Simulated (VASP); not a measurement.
Here is a VASP 6.6.1 calculation.

File INCAR:

```
SYSTEM = In
PREC = Accurate ; ENCUT = 500
EDIFF = 1E-8 ; ISMEAR = -1
SIGMA = 0.05 ; LREAL = .False.
LASPH = .True. ; NELM = 120
ALGO = Normal ; ISIF = 3
LWAVE = .False. ; LCHARG = .True.
IBRION = 6 ; NFREE = 2
POTIM = 0.015 ; NSW = 1
GGA_COMPAT = .False.
```

KPOINTS

```
regular mesh
0
Gamma
  8 8 8
  0 0 0
```

File POSCAR:

```
In
1.0
   -1.6254700000      1.6254700000      2.4737000000
    1.6254700000     -1.6254700000      2.4737000000
    1.6254700000      1.6254700000     -2.4737000000
In
1
Direct
    0.0000000000      0.0000000000      0.0000000000
```

Potentials or basis: VASP PAW LDA potentials, release 64 (In_d).

Command:

```bash
$ cat potpaw_LDA.64/In_d/POTCAR > POTCAR
$ mpirun -np 1 vasp_std > vasp.out
```

**Question.** Predict the Voigt bulk modulus.

**Answer.** 36 GPa.

Clamped-ion elastic tensor (GPa):
```
 54  -3  40   0   0   0
 -3  54  40   0   0   0
 40  40  57   0   0   0
  0   0   0  21   0   0
  0   0   0   0  21   0
  0   0   0   0   0 -13
```

Caveat: the cell is under stress, which shifts elastic constants; the elastic tensor has a negative eigenvalue, so either the cell is unstable as it stands or the mesh is too thin.
